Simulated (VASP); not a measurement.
Wanted: the native input for a VASP 6.6.1 run.

* Task: single point
* Functional: PBE
* Potentials or basis: VASP PAW PBE potentials, release 64 (K_sv, Br)
* Cutoff: 520 eV
* k mesh: 6 × 6 × 6
* Occupations: gaussian, width 0.02 eV
* Spin: no spin polarisation
* Dipole correction: no
* Further INCAR settings: ALGO = Normal; EDIFF = 1e-07; NBANDS = 15

The structure of KBr lies in POSCAR:

```
KBr
1.0
    0.0000000000      3.3497787259      3.3497787259
    3.3497787259      0.0000000000      3.3497787259
    3.3497787259      3.3497787259      0.0000000000
K Br
1 1
Direct
    0.0000000000      0.0000000000      0.0000000000
    0.5000000000      0.5000000000      0.5000000000
```

These files were run (other wordings do the same):

INCAR

```
PREC     = Accurate       # precision mode
ENCUT    = 520            # plane-wave cutoff, eV
EDIFF    = 1E-7           # SCF threshold, eV
ISMEAR   = 0              # smearing method
SIGMA    = 0.02           # smearing width, eV
LREAL    = F              # projectors in reciprocal space
LASPH    = T              # aspherical terms in the spheres
NELM     = 60             # most SCF steps
ALGO     = Normal         # electronic algorithm
ISIF     = 2              # what is computed and relaxed
LWAVE    = F              # write WAVECAR
LCHARG   = F              # write CHGCAR
GGA      = PE             # functional
NBANDS   = 15             # bands
```

KPOINTS

```
Automatic mesh
0
Gamma
  6 6 6
```

Potentials or basis: VASP PAW PBE potentials, release 64 (K_sv, Br).

The run is started by

```sh
$ cat potpaw_PBE.64/K_sv/POTCAR potpaw_PBE.64/Br/POTCAR > POTCAR
$ mpirun -np 1 vasp_std > vasp.out
```

It gave:

```yaml
Pressure: 0.1 GPa
Band_gap_on_the_k_mesh: 4.32 eV, direct
```

Run time: 15 s on 1 thread of AMD EPYC 9R45 96-Core Processor (Zen 5) (shared host), peak memory 0.18 GiB.
